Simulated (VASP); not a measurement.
# RbBr (Cm) in VASP: single point with PBE

Aim: the single point of RbBr with PBE.

All numbers are computed with VASP 6.6.1; they aren't measurements. Logs are shortened: lines on timing, memory, paths and dates and some standing lists are left out, and cuts for length are marked.

### 1 The cell of the first run

The structure is monoclinic, space group Cm (No. 8). Conventional cell: a = 8.396 Å, b = 4.847 Å, c = 4.847 Å, α = 90.00°, β = 125.26°, γ = 90.00°. Within 3.7 Å of Rb (site symmetry m) lie 5 Br at 2.84 to 3.69 Å. Within 3.7 Å of Br (site symmetry m) lie 5 Rb at 2.84 to 3.69 Å.

### 2 Single point, PBE (atom 2 (Br) moved by (-0.300, -0.600) A along [1 1 0] and z)

File INCAR:

```
SYSTEM = RbBr
  PREC = Accurate
  ENCUT = 520
  EDIFF = 1E-6
  ISMEAR = 0
  SIGMA = 0.05
  LREAL = .False.
  LASPH = .True.
  NELM = 60
  ALGO = Normal
  ISIF = 2
  LWAVE = .False.
  LCHARG = .False.
  GGA = PE
  NBANDS = 15
```

File KPOINTS:

```
regular mesh
0
Gamma
  6 6 6
  0 0 0
```

File POSCAR:

```
RbBr
1.0
    0.0000000000      3.4275000000      3.4275000000
    3.4275000000      0.0000000000      3.4275000000
    3.4275000000      3.4275000000      0.0000000000
Rb Br
1 1
Direct
    0.0000000000      0.0000000000      0.0000000000
    0.4124726477      0.4124726477      0.5256361679
```

Potentials or basis: VASP PAW PBE potentials, release 64 (Rb_sv, Br).

Command:

```
cat potpaw_PBE.64/Rb_sv/POTCAR potpaw_PBE.64/Br/POTCAR > POTCAR
mpirun -np 1 vasp_std > vasp.out
```

OUTCAR:

```text
SYSTEM = RbBr
   PREC = Accurate
   ENCUT = 520
   EDIFF = 1E-6
   ISMEAR = 0
   LREAL = .False.
   LASPH = .True.
   NELM = 60
   ISIF = 2
   GGA = PE

 ion  position               nearest neighbor table
   1  0.000  0.000  0.000-   2 2.84   2 3.28   2 3.28   2 3.69   2 3.69   2 4.04
   2  0.412  0.412  0.526-   1 2.84   1 3.28   1 3.28   1 3.69   1 3.69   1 4.04

  LATTYP: Found a face centered cubic cell.
 ALAT       =     6.8550000000

  Lattice vectors:

 A1 = (   0.0000000000,   3.4275000000,   3.4275000000)
 A2 = (   3.4275000000,   0.0000000000,   3.4275000000)
 A3 = (   3.4275000000,   3.4275000000,   0.0000000000)

Analysis of symmetry for initial positions (statically):
=====================================================================
 Subroutine PRICEL returns:
 Original cell was already a primitive cell.

 Routine SETGRP: Setting up the symmetry group for a
 face centered cubic supercell.

 Subroutine GETGRP returns: Found  2 space group operations
 (whereof  2 operations were pure point group operations)
 out of a pool of 48 trial point group operations.

The static configuration has the point symmetry C_1h.

Analysis of symmetry for dynamics (positions and initial velocities):
=====================================================================
 Subroutine PRICEL returns:
 Original cell was already a primitive cell.

 Routine SETGRP: Setting up the symmetry group for a
 face centered cubic supercell.

 Subroutine GETGRP returns: Found  2 space group operations
 (whereof  2 operations were pure point group operations)
 out of a pool of 48 trial point group operations.

The dynamic configuration has the point symmetry C_1h.

 Subroutine INISYM returns: Found  2 space group operations
 (whereof  2 operations are pure point group operations),
 and found     1 'primitive' translations

----------------------------------------------------------------------------------------

                                     Primitive cell

  volume of cell :      80.5309

  direct lattice vectors                    reciprocal lattice vectors
     0.000000000  3.427500000  3.427500000    -0.145878920  0.145878920  0.145878920
     3.427500000  0.000000000  3.427500000     0.145878920 -0.145878920  0.145878920
     3.427500000  3.427500000  0.000000000     0.145878920  0.145878920 -0.145878920

  length of vectors
     4.847216985  4.847216985  4.847216985     0.252669702  0.252669702  0.252669702

  position of ions in fractional coordinates (direct lattice)
     0.000000000  0.000000000  0.000000000
[... 83 lines left out ...]
   NFREE  =      0    steps in history (QN), initial steepest desc. (CG)
   ISIF   =      2    stress and relaxation
   ISYM   =      2    0-nonsym 1-usesym 2-fastsym
   POTIM  = 0.5000    time-step for ionic-motion
   TEBEG  =    0.0;   TEEND  =   0.0 temperature during run
   PSTRESS=    0.0 pullay stress
   NELECT =      16.0000    total number of electrons
   NUPDOWN=      -1.0000    fix difference up-down
   EMIN   =  10.00;   EMAX   =-10.00  energy-range for DOS
   EFERMI =   0.00;   METHOD = LEGACY
   ISMEAR =     0;   SIGMA  =   0.05  broadening in eV -4-tet -1-fermi 0-gaus
   EFERMI_NEDOS =   21; number of points for ismear=-14 and -15
   IALGO  =     38    algorithm
   IMIX   =      4    mixing-type and parameters
     AMIX     =   0.40;   BMIX     =  1.00
     AMIX_MAG =   1.60;   BMIX_MAG =  1.00
  volume/ion in A,a.u.               =      40.27       271.72
  Fermi-wavevector in a.u.,A,eV,Ry     =   0.955273  1.805204 12.415941  0.912546
  Thomas-Fermi vector in A             =   2.084095
   LORBIT       =      0    0 simple, 1 ext, 2 COOP (PROOUT), +10 PAW based schemes
   GGA     = PE    functional components
   LHFCALC =     F    Hartree Fock is set to
   AEXX    =    0.0000 exact exchange contribution
   IVDW    =     0    specifies the selected vdW correction
   LEPSILON=     F    determine dielectric tensor
   LRPA    =     F    only Hartree local field effects (RPA)
 non-spin polarized calculation
 Gauss-broadening in eV      SIGMA  =   0.05
  energy-cutoff  :      520.00
  volume of cell :       80.53
 maximum number of plane-waves:      2200
   NGX = 17   NGY = 17   NGZ = 17

 number of electron      16.0000000 magnetization

 Free energy of the ion-electron system (eV)
  ---------------------------------------------------
  ext. energy  EPLUGINS =         0.00000000
  ---------------------------------------------------
  free energy    TOTEN  =        -5.72159578 eV

  energy without entropy =       -5.72159578  energy(sigma->0) =       -5.72159578

 E-fermi :  -1.4911     XC(G=0):  -7.1795

 val. band max:       -1.8046520811   @ k =   0.0000   0.0000   0.0000
 cond. band min:       2.5790614931   @ k =   0.0000   0.0000   0.0000
 fundamental gap:      4.3837135742
 Fermi energy:        -1.4911482671

 k-point     1 :       0.0000    0.0000    0.0000
  band No.  band energies     occupation
      1     -26.0879      2.00000
      2     -14.0448      2.00000
      3     -10.2390      2.00000
      4     -10.1714      2.00000
      5     -10.1521      2.00000
      6      -1.9352      2.00000
      7      -1.9107      2.00000
      8      -1.8047      2.00000
      9       2.5791      0.00000
     10       5.5671      0.00000
     11       5.8441      0.00000
     12       6.1971      0.00000
     13       6.6500      0.00000
     14       7.1357      0.00000
[... 401 lines left out ...]
      2     -14.0669      2.00000
      3     -10.3052      2.00000
      4     -10.2227      2.00000
      5     -10.1202      2.00000
      6      -2.5954      2.00000
      7      -2.2031      2.00000
      8      -2.0313      2.00000
      9       5.0083      0.00000
     10       5.9562      0.00000
     11       6.9747      0.00000
     12       7.5557      0.00000
     13       8.0362      0.00000
     14       8.8216      0.00000
     15       8.9526      0.00000

 [... further k-points ...]
[... 5 lines left out ...]
  --------------------------------------------------------------------------------------
  -------------------------------------------------------------------------------------
  Total        0.6047626      0.6047626      4.1629446     -0.0729561     -0.4386215     -0.4386214
  in kB       12.0318696     12.0318696     82.8225931     -1.4514758     -8.7264594     -8.7264591
  external PRESSURE =      35.6287774 kB  Pullay stress =       0.0000000 kB

 VOLUME and BASIS-vectors are now :
 -----------------------------------------------------------------------------
  energy-cutoff  :      520.00
  volume of cell :       80.53
      direct lattice vectors                 reciprocal lattice vectors
     0.000000000  3.427500000  3.427500000    -0.145878920  0.145878920  0.145878920
     3.427500000  0.000000000  3.427500000     0.145878920 -0.145878920  0.145878920
     3.427500000  3.427500000  0.000000000     0.145878920  0.145878920 -0.145878920

 POSITION                                       TOTAL-FORCE (eV/Angst)
 -----------------------------------------------------------------------------------
      0.00000      0.00000      0.00000        -0.119860     -0.119860     -1.498585
      3.21537      3.21537      2.82750         0.119860      0.119860      1.498585
 -----------------------------------------------------------------------------------
    total drift:                               -0.000045     -0.000045     -0.000053

  FREE ENERGIE OF THE ION-ELECTRON SYSTEM (eV)
  ---------------------------------------------------
  free  energy   TOTEN  =        -5.7215957777 eV

  energy  without entropy=       -5.7215957777  energy(sigma->0) =       -5.72159578
```

OSZICAR:

```text
N       E                     dE             d eps       ncg     rms          rms(c)
DAV:   1     0.838726663061E+02    0.83873E+02   -0.65708E+03  2048   0.906E+02
DAV:   2     0.214683721326E-01   -0.83851E+02   -0.76938E+02  2894   0.164E+02
DAV:   3    -0.581316194770E+01   -0.58346E+01   -0.58086E+01  2787   0.446E+01
DAV:   4    -0.597583491231E+01   -0.16267E+00   -0.16265E+00  2954   0.696E+00
DAV:   5    -0.597729904527E+01   -0.14641E-02   -0.14641E-02  2866   0.618E-01    0.427E+00
DAV:   6    -0.572761632612E+01    0.24968E+00   -0.31715E-01  2635   0.273E+00    0.283E+00
DAV:   7    -0.570883833874E+01    0.18778E-01   -0.16843E-01  2789   0.204E+00    0.115E+00
DAV:   8    -0.572021873966E+01   -0.11380E-01   -0.15531E-02  2140   0.758E-01    0.961E-02
DAV:   9    -0.572107645506E+01   -0.85772E-03   -0.11350E-03  2852   0.195E-01    0.777E-02
DAV:  10    -0.572154850502E+01   -0.47205E-03   -0.47839E-04  2131   0.124E-01    0.179E-02
DAV:  11    -0.572159091907E+01   -0.42414E-04   -0.50298E-05  2509   0.454E-02    0.628E-03
DAV:  12    -0.572159505932E+01   -0.41403E-05   -0.42946E-06  2431   0.154E-02    0.347E-03
DAV:  13    -0.572159577774E+01   -0.71842E-06   -0.19047E-06  2551   0.774E-03
   1 F= -.57215958E+01 E0= -.57215958E+01  d E =-.162075E-20
```

Wall time 52 s (1 thread of Intel Xeon 6975P-C (Granite Rapids), shared host); peak memory 0.25 GiB.

Results:

* Free energy: -5.7216 eV
* Pressure: 3.6 GPa
* Largest force: 1.508 eV/Å
* Band gap on the k mesh: 4.38 eV, direct

Forces in eV/Å, atoms in the order of the input:
```
Rb  -0.120 -0.120 -1.499
Br   0.120  0.120  1.499
```

Levels at points of the mesh, in eV from the valence-band top:
```
           k point  band 6  band 7  band 8  band 9  band 10  band 11
(0.00, 0.00, 0.00)   -0.13   -0.11    0.00    4.38     7.37     7.65
(0.50, 0.00, 0.00)   -0.92   -0.29   -0.17    6.56     7.62     8.81
(0.00, 0.00, 0.50)   -0.91   -0.26   -0.12    6.54     7.36     8.79
(0.50, 0.50, 0.50)   -0.92   -0.39   -0.28    6.73     8.10     9.03
(0.50, 0.50, 0.00)   -0.28   -0.17   -0.13    5.80     7.17     7.64
(0.00, 0.50, 0.50)   -0.44   -0.34   -0.05    6.17     6.98     8.84
```

Caveat: the cell differs from its parent crystal (atom 2 (Br) moved by (-0.300, -0.600) A along [1 1 0] and z); forces of over 1 eV/Å act on the atoms, so gaps and moduli don't describe the material at rest.
